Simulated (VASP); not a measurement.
Be2Cd2O:

```
Be Cd O
1.0
     3.86645    0.00000    0.00000
     0.00000    3.86645    0.00000
     0.00000    0.00000    5.24473
Be Cd O
2 2 1
Cartesian
  1.9332 1.9332 1.2587
  1.9332 1.9332 3.9860
  0.0000 1.9332 2.6224
  1.9332 0.0000 2.6224
  0.0000 0.0000 0.0000
```

The cell was built from a structure type or drawn by symmetry, and may not be a known phase.

- Program: VASP 6.6.1
- Task: relaxation of cell and atoms
- Functional: PBE
- Potentials or basis: VASP PAW PBE potentials, release 64 (Be, Cd, O)
- Cutoff: 600 eV
- k mesh: 4 × 4 × 4
- Occupations: gaussian, width 0.1 eV
- Spin: no spin polarisation

At the start: pressure 9.4 GPa; volume 15.68 Å³/atom.

**Question.** Where does the relaxation end?

**Answer.** Over 14 steps the energy falls by 416.0 meV/atom and the volume is 16.37 Å³/atom (+4.4 %); space group P4/mmm (No. 123, to 0.1 Å) before and after.

The path:
| step | energy change (eV) | largest force (eV/Å) | pressure (GPa) | volume (Å³) |
| --- | --- | --- | --- | --- |
| 1 | 0.0000 | 1.7811 | 9.36 | 78.41 |
| 2 | -0.9185 | 0.5776 | -2.30 | 89.00 |
| 3 | -1.0017 | 0.2354 | -4.29 | 92.60 |
| 4 | -1.0131 | 0.0810 | -4.96 | 94.17 |
| 5 | -1.4242 | 1.1356 | -3.23 | 89.21 |
| 6 | -1.4915 | 1.9810 | -2.08 | 87.17 |
| 7 | -1.8654 | 1.3711 | 0.54 | 81.85 |
| 8 | -1.9726 | 0.0442 | 5.68 | 75.56 |
| 9 | -1.9948 | 0.6900 | 3.65 | 77.69 |
| 10 | -1.9966 | 0.5433 | 4.15 | 77.13 |
| 11 | -2.0646 | 0.5856 | 0.84 | 81.09 |
| 12 | -2.0681 | 0.3817 | 1.33 | 80.37 |
| 13 | -2.0791 | 0.1459 | -0.21 | 82.31 |
| 14 | -2.0801 | 0.0278 | 0.12 | 81.87 |

Final structure:
```xyz
5
Lattice="4.5432 0.0000 0.0000 0.0000 4.5432 0.0000 0.0000 0.0000 3.9666" Properties=species:S:1:pos:R:3 pbc="T T T"
Be    2.2716    2.2716    0.9769
Be    2.2716    2.2716    2.9898
Cd    0.0000    2.2716    1.9833
Cd    2.2716    0.0000    1.9833
O     0.0000    0.0000    0.0000
```

Caveat: the k points lie up to 0.40 Å⁻¹ apart in the final cell, too coarse for converged energies and pressures of a metal; a cell axis changed by over 15 % at a fixed basis, so the end point is rough.
